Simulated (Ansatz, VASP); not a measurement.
## Y2Be2Pb in VASP and in Ansatz

```
Y Be Pb
1.0
    -2.16237    2.16237    4.95447
     2.16237   -2.16237    4.95447
     2.16237    2.16237   -4.95447
Y Be Pb
2 2 1
Cartesian
  0.0000 0.0000 6.2704
  0.0000 0.0000 3.6385
  2.1624 0.0000 2.4772
  0.0000 2.1624 2.4772
  0.0000 0.0000 0.0000
```

Change from the starting cell: species swapped into the TbSi2Ru2 type (I4/mmm, No. 139).

Alike in both runs: task single point; functional PBE; k mesh 6 × 6 × 6; occupations gaussian, width 0.1 eV; no spin polarisation.

|  | VASP | Ansatz |
| --- | --- | --- |
| version | VASP 6.6.1 | Ansatz 0.2.0 |
| potentials or method | VASP PAW PBE potentials, release 64 (Y_sv, Be, Pb_d), cutoff 520 eV | scalar-relativistic, plane waves, PAW |
| valence electrons in the cell | 40 | 40 |

|  | VASP | Ansatz | Ansatz less VASP |
| --- | --- | --- | --- |
| gap on the k mesh at the Fermi level (eV) | none | none | - |
| pressure (GPa) | 14.7 | 14.8 | +0.04 |
| traceless stress, the component that is largest in VASP (GPa) | 4.21 | 4.18 | -0.032 |
| rms of the force components (eV/Å) | 0.230 | 0.235 | +0.0053 |

Atom by atom the forces differ by 0.005 eV/Å (rms over components). A gap of «none» marks a metal or a gap that the smearing closes. The functional is the same, so the differences come from potentials, cutoffs and numerics.

Spin-orbit coupling is off throughout.
